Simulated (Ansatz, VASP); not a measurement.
# Two plane-wave programs on GaAsSe3

```
Ga As Se
1.0
     4.75986    0.00000    0.00000
     0.00000    4.75986    0.00000
     0.00000    0.00000    5.86363
Ga As Se
1 1 3
Direct
  0.00000 0.00000 0.14616
  0.50000 0.50000 0.75203
  0.00000 0.50000 0.95818
  0.50000 0.00000 0.95818
  0.00000 0.00000 0.54546
```

Change from the starting cell: species swapped into the BaTiO3 type (P4mm, No. 99).

Alike in both runs: functional PBE; k mesh 3 × 3 × 3; occupations gaussian, width 0.15 eV; no spin polarisation.

Ansatz relaxed the structure, and its values are those at the end. VASP's run is a single point on that final structure, the one shown.

```csv
,VASP,Ansatz
version,VASP 6.6.1,Ansatz 0.2.0
potentials or method,"VASP PAW PBE potentials, release 64 (Ga_d, As, Se), cutoff 500 eV","scalar-relativistic, plane waves, PAW"
valence electrons in the cell,36,76
```

```csv
,VASP,Ansatz,Ansatz less VASP
gap on the k mesh at the Fermi level (eV),none,none,-
pressure (GPa),0.1,0.0,-0.09
rms of the force components (eV/Å),0.011,0.006,-0.0040
```

A gap of «none» marks a metal or a gap that the smearing closes. VASP's potentials hold 36 valence electrons a cell and Ansatz's 76, so a difference there can come from the potentials and not from the codes.

The k mesh is coarse, so the values compare programs but aren't converged.
